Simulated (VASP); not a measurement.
# MgO (Fm-3m) in VASP: a series of runs

The runs below take MgO through single point, with PBE.

All numbers are computed with VASP 6.6.1; they aren't measurements. Logs are shortened: lines on timing, memory, paths and dates and some standing lists are left out, and cuts for length are marked.

### 1 The cell of the first run

The structure is cubic, space group Fm-3m (No. 225). The conventional cell has a = 4.305 Å, b = 4.305 Å, c = 4.305 Å, α = 90.00°, β = 90.00°, γ = 90.00°. Within 2.8 Å of Mg (site symmetry m-3m) lie 6 O at 2.15 Å. Within 2.8 Å of O (site symmetry m-3m) lie 6 Mg at 2.15 Å.

### 2 Single point, PBE

INCAR

```
SYSTEM = MgO
PREC     = Accurate       ! precision mode
ENCUT    = 840            ! plane-wave cutoff, eV
EDIFF    = 1E-6           ! SCF threshold, eV
ISMEAR   = -1             ! smearing method
SIGMA    = 0.15           ! smearing width, eV
LREAL    = .FALSE.        ! projectors in reciprocal space
LASPH    = .TRUE.         ! aspherical terms in the spheres
NELM     = 120            ! most SCF steps
ALGO     = Normal         ! electronic algorithm
ISIF     = 2              ! what is computed and relaxed
LWAVE    = .FALSE.        ! write WAVECAR
LCHARG   = .FALSE.        ! write CHGCAR
GGA      = PE             ! functional
NBANDS   = 15             ! bands
GGA_COMPAT= .FALSE.
```

KPOINTS

```
Automatic mesh
0
G
  9 9 9
  0 0 0
```

POSCAR

```
MgO
1.0
    0.0000000000      2.1525000000      2.1525000000
    2.1525000000      0.0000000000      2.1525000000
    2.1525000000      2.1525000000      0.0000000000
Mg O
1 1
Direct
    0.0000000000      0.0000000000      0.0000000000
    0.5000000000      0.5000000000      0.5000000000
```

Potentials or basis: VASP PAW PBE potentials, release 64 (Mg_sv, O).

Command:

```
cat potpaw_PBE.64/Mg_sv/POTCAR potpaw_PBE.64/O/POTCAR > POTCAR
mpirun -np 1 vasp_std > vasp.out
```

OUTCAR:

```text
SYSTEM = MgO
   PREC = Accurate
   ENCUT = 840
   EDIFF = 1E-6
   ISMEAR = -1
   LREAL = .FALSE.
   LASPH = .TRUE.
   NELM = 120
   ISIF = 2
   GGA = PE

 ion  position               nearest neighbor table
   1  0.000  0.000  0.000-
   2  0.500  0.500  0.500-

  LATTYP: Found a face centered cubic cell.
 ALAT       =     4.3050000000

  Lattice vectors:

 A1 = (   0.0000000000,   2.1525000000,   2.1525000000)
 A2 = (   2.1525000000,   0.0000000000,   2.1525000000)
 A3 = (   2.1525000000,   2.1525000000,   0.0000000000)

Analysis of symmetry for initial positions (statically):
=====================================================================
 Subroutine PRICEL returns:
 Original cell was already a primitive cell.

 Routine SETGRP: Setting up the symmetry group for a
 face centered cubic supercell.

 Subroutine GETGRP returns: Found 48 space group operations
 (whereof 48 operations were pure point group operations)
 out of a pool of 48 trial point group operations.

The static configuration has the point symmetry O_h .

Analysis of symmetry for dynamics (positions and initial velocities):
=====================================================================
 Subroutine PRICEL returns:
 Original cell was already a primitive cell.

 Routine SETGRP: Setting up the symmetry group for a
 face centered cubic supercell.

 Subroutine GETGRP returns: Found 48 space group operations
 (whereof 48 operations were pure point group operations)
 out of a pool of 48 trial point group operations.

The dynamic configuration has the point symmetry O_h .

 Subroutine INISYM returns: Found 48 space group operations
 (whereof 48 operations are pure point group operations),
 and found     1 'primitive' translations

----------------------------------------------------------------------------------------

                                     Primitive cell

  volume of cell :      19.9462

  direct lattice vectors                    reciprocal lattice vectors
     0.000000000  2.152500000  2.152500000    -0.232288037  0.232288037  0.232288037
     2.152500000  0.000000000  2.152500000     0.232288037 -0.232288037  0.232288037
     2.152500000  2.152500000  0.000000000     0.232288037  0.232288037 -0.232288037

  length of vectors
     3.044094693  3.044094693  3.044094693     0.402334682  0.402334682  0.402334682

  position of ions in fractional coordinates (direct lattice)
     0.000000000  0.000000000  0.000000000
     0.500000000  0.500000000  0.500000000

  ion indices of the primitive-cell ions
   primitive index   ion index
                 1           1
                 2           2

----------------------------------------------------------------------------------------

 KPOINTS: Automatic mesh

Automatic generation of k-mesh.
 Grid dimensions read from file:
 generate k-points for:    9    9    9

 Generating k-lattice:

  Cartesian coordinates                     Fractional coordinates (reciprocal lattice)
    -0.025809782  0.025809782  0.025809782     0.111111111  0.000000000  0.000000000
     0.025809782 -0.025809782  0.025809782     0.000000000  0.111111111  0.000000000
     0.025809782  0.025809782 -0.025809782     0.000000000  0.000000000  0.111111111

  Length of vectors
     0.044703854  0.044703854  0.044703854

  Shift w.r.t. Gamma in fractional coordinates (k-lattice)
     0.000000000  0.000000000  0.000000000

 Subroutine IBZKPT returns following result:
 ===========================================

 Found     35 irreducible k-points:

 Following reciprocal coordinates:
            Coordinates               Weight
  0.000000  0.000000  0.000000      1.000000
  0.111111  0.000000  0.000000      8.000000
  0.222222  0.000000  0.000000      8.000000
  0.333333  0.000000  0.000000      8.000000
  0.444444  0.000000  0.000000      8.000000
  0.111111  0.111111  0.000000      6.000000
[... 16 lines left out ...]
 -0.333333  0.333333  0.000000     12.000000
  0.444444  0.444444  0.000000      6.000000
 [... further k-points ...]
   k-points           NKPTS =     35   k-points in BZ     NKDIM =     35   number of bands    NBANDS=     15
   number of dos      NEDOS =    301   number of ions     NIONS =      2
   total plane-waves  NPLWV =  27000
   dimension x,y,z NGX =    30 NGY =   30 NGZ =   30
   dimension x,y,z NGXF=    60 NGYF=   60 NGZF=   60
   ions per type =               1   1
   NGX,Y,Z   is equivalent  to a cutoff of  16.38, 16.38, 16.38 a.u.
   NGXF,Y,Z  is equivalent  to a cutoff of  32.77, 32.77, 32.77 a.u.
 SYSTEM =  MgO
   PREC   = accura    normal or accurate (medium, high low for compatibility)
   ISTART =      0    job   : 0-new  1-cont  2-samecut
   ICHARG =      2    charge: 1-file 2-atom 10-const
   ISPIN  =      1    spin polarized calculation?
   LNONCOLLINEAR =      F non collinear calculations
   LSORBIT =      F    spin-orbit coupling
   LASPH  =      T    aspherical Exc in radial PAW
   ENCUT  =  840.0 eV  61.74 Ry    7.86 a.u.   7.19  7.19  7.19*2*pi/ulx,y,z
   NELM   =    120;   NELMIN=  2; NELMDL= -5     # of ELM steps
   EDIFF  = 0.1E-05   stopping-criterion for ELM
   LREAL  =      F    real-space projection
[... 7 lines left out ...]
   TEBEG  =    0.0;   TEEND  =   0.0 temperature during run
   PSTRESS=    0.0 pullay stress
   NELECT =      16.0000    total number of electrons
   NUPDOWN=      -1.0000    fix difference up-down
   EMIN   =  10.00;   EMAX   =-10.00  energy-range for DOS
   EFERMI =   0.00;   METHOD = LEGACY
   ISMEAR =    -1;   SIGMA  =   0.15  broadening in eV -4-tet -1-fermi 0-gaus
   EFERMI_NEDOS =   21; number of points for ismear=-14 and -15
   IALGO  =     38    algorithm
   IMIX   =      4    mixing-type and parameters
     AMIX     =   0.40;   BMIX     =  1.00
     AMIX_MAG =   1.60;   BMIX_MAG =  1.00
  volume/ion in A,a.u.               =       9.97        67.30
  Fermi-wavevector in a.u.,A,eV,Ry     =   1.521114  2.874488 31.480980  2.313787
  Thomas-Fermi vector in A             =   2.629873
   LORBIT       =      0    0 simple, 1 ext, 2 COOP (PROOUT), +10 PAW based schemes
   GGA     = PE    functional components
   LHFCALC =     F    Hartree Fock is set to
   AEXX    =    0.0000 exact exchange contribution
   IVDW    =     0    specifies the selected vdW correction
   LEPSILON=     F    determine dielectric tensor
   LRPA    =     F    only Hartree local field effects (RPA)
 non-spin polarized calculation
  energy-cutoff  :      840.00
  volume of cell :       19.95
 maximum number of plane-waves:      1118
 NGX is ok and might be reduce to    30
   NGX = 15   NGY = 15   NGZ = 15

 number of electron      15.9999997 magnetization

 Free energy of the ion-electron system (eV)
  ---------------------------------------------------
  ext. energy  EPLUGINS =         0.00000000
  ---------------------------------------------------
  free energy    TOTEN  =       -11.87582890 eV

  energy without entropy =      -11.87582881  energy(sigma->0) =      -11.87582886

 E-fermi :   4.8012     XC(G=0): -11.0661

 val. band max:        2.4614376645   @ k =   0.0000   0.0000   0.0000
 cond. band min:       6.5916994164   @ k =   0.0000   0.0000   0.0000
 fundamental gap:      4.1302617520
 Fermi energy:         4.8012314064

 k-point     1 :       0.0000    0.0000    0.0000
  band No.  band energies     occupation
      1     -70.0402      2.00000
      2     -36.7723      2.00000
      3     -36.7723      2.00000
      4     -36.7723      2.00000
      5     -14.4675      2.00000
      6       2.4614      2.00000
      7       2.4614      2.00000
      8       2.4614      2.00000
      9       6.5917      0.00001
     10      17.8937      0.00000
     11      17.8937      0.00000
     12      17.8937      0.00000
     13      21.6373      0.00000
     14      23.3452      0.00000
     15      23.3452      0.00000

 k-point     2 :       0.1111    0.0000    0.0000
  band No.  band energies     occupation
      1     -70.0398      2.00000
      2     -36.7802      2.00000
      3     -36.7732      2.00000
      4     -36.7732      2.00000
      5     -14.3493      2.00000
      6       1.6968      2.00000
      7       2.3876      2.00000
      8       2.3876      2.00000
      9       7.3505      0.00000
     10      16.4703      0.00000
     11      18.1544      0.00000
     12      18.1544      0.00000
     13      22.4157      0.00000
     14      22.4157      0.00000
     15      23.3727      0.00000

 k-point     3 :       0.2222    0.0000    0.0000
  band No.  band energies     occupation
      1     -70.0380      2.00000
      2     -36.7999      2.00000
      3     -36.7753      2.00000
      4     -36.7753      2.00000
      5     -14.0337      2.00000
      6       0.2792      2.00000
      7       2.2076      2.00000
      8       2.2076      2.00000
      9       8.6829      0.00000
     10      14.8820      0.00000
     11      18.5625      0.00000
     12      18.5625      0.00000
     13      21.8202      0.00000
     14      21.8202      0.00000
     15      23.6201      0.00000
[... 343 lines left out ...]
 k-point    23 :      -0.3333    0.3333    0.0000
  band No.  band energies     occupation
      1     -70.0329      2.00000
      2     -36.8157      2.00000
      3     -36.8126      2.00000
      4     -36.7862      2.00000
      5     -13.1305      2.00000
      6      -0.5511      2.00000
      7      -0.3772      2.00000
      8       1.5471      2.00000
      9      12.3534      0.00000
     10      14.1454      0.00000
     11      14.2053      0.00000
     12      19.4061      0.00000
     13      20.4856      0.00000
     14      24.9693      0.00000
     15      28.8680      0.00000

 k-point    24 :       0.4444    0.4444    0.0000
  band No.  band energies     occupation
      1     -70.0326      2.00000
      2     -36.8274      2.00000
      3     -36.7941      2.00000
      4     -36.7941      2.00000
      5     -13.1570      2.00000
      6      -1.2736      2.00000
      7       1.2415      2.00000
      8       1.2415      2.00000
      9      11.5970      0.00000
     10      11.7450      0.00000
     11      14.9023      0.00000
     12      20.4040      0.00000
     13      20.4040      0.00000
     14      26.7686      0.00000
     15      28.1272      0.00000

 [... further k-points ...]

------------------------ aborting loop because EDIFF is reached ----------------------------------------

  FORCE on cell =-STRESS in cart. coord.  units (eV):
  Direction    XX          YY          ZZ          XY          YZ          ZX
  --------------------------------------------------------------------------------------
  -------------------------------------------------------------------------------------
  Total       -0.6194194     -0.6194194     -0.6194194     -0.0000000     -0.0000000     -0.0000000
  in kB      -49.7549035    -49.7549035    -49.7549035     -0.0000000     -0.0000000     -0.0000000
  external PRESSURE =     -49.7549035 kB  Pullay stress =       0.0000000 kB

 VOLUME and BASIS-vectors are now :
 -----------------------------------------------------------------------------
  energy-cutoff  :      840.00
  volume of cell :       19.95
      direct lattice vectors                 reciprocal lattice vectors
     0.000000000  2.152500000  2.152500000    -0.232288037  0.232288037  0.232288037
     2.152500000  0.000000000  2.152500000     0.232288037 -0.232288037  0.232288037
     2.152500000  2.152500000  0.000000000     0.232288037  0.232288037 -0.232288037

 POSITION                                       TOTAL-FORCE (eV/Angst)
 -----------------------------------------------------------------------------------
      0.00000      0.00000      0.00000         0.000000      0.000000      0.000000
      2.15250      2.15250      2.15250        -0.000000     -0.000000     -0.000000
 -----------------------------------------------------------------------------------
    total drift:                                0.000000      0.000000      0.000000

  FREE ENERGIE OF THE ION-ELECTRON SYSTEM (eV)
  ---------------------------------------------------
  free  energy   TOTEN  =       -11.8758289030 eV

  energy  without entropy=      -11.8758288134  energy(sigma->0) =      -11.87582886
```

Wall time 19 s (1 thread of Intel Xeon Platinum 8259CL at 2.50GHz (Skylake/Cascade Lake), shared host); peak memory 0.17 GiB.

Results:

* Free energy: -11.8758 eV
* Pressure: -5.0 GPa
* Band gap on the k mesh: 4.13 eV

Caveat: the cell stands under tension. Expect the measured gap to be larger: semilocal functionals such as PBE lack the derivative discontinuity.

### 3 Single point, PBE

INCAR

```
SYSTEM = MgO
PREC = Accurate
ENCUT = 840
EDIFF = 1E-6
ISMEAR = -1
SIGMA = 5E-4
LREAL = .FALSE.
LASPH = .TRUE.
NELM = 120
ALGO = Normal
ISIF = 2
LWAVE = .FALSE.
LCHARG = .FALSE.
GGA = PE
NBANDS = 15
GGA_COMPAT = .FALSE.
```

KPOINTS

```
regular mesh
0
G
  9 9 9
  0 0 0
```

POSCAR is that of step 2.

Potentials or basis: VASP PAW PBE potentials, release 64 (Mg_sv, O).

Command:

```
cat potpaw_PBE.64/Mg_sv/POTCAR potpaw_PBE.64/O/POTCAR > POTCAR
mpirun -np 1 vasp_std > vasp.out
```

Wall time 42 s (1 thread of AMD EPYC 7R43 (Zen 3), shared host); peak memory 0.13 GiB.

It converged, with:

| Quantity | Value |
| --- | --- |
| Free energy | -11.8758 eV |
| Pressure | -5.0 GPa |
| Band gap on the k mesh | 4.13 eV |

Levels at points of the mesh, in eV from the valence-band top:
```csv
k point,band 5,band 6,band 7,band 8,band 9,band 10,band 11,band 12
"(0.00, 0.00, 0.00)",-16.93,0.00,0.00,0.00,4.13,15.43,15.43,15.43
```

Caveat: the cell stands under tension.
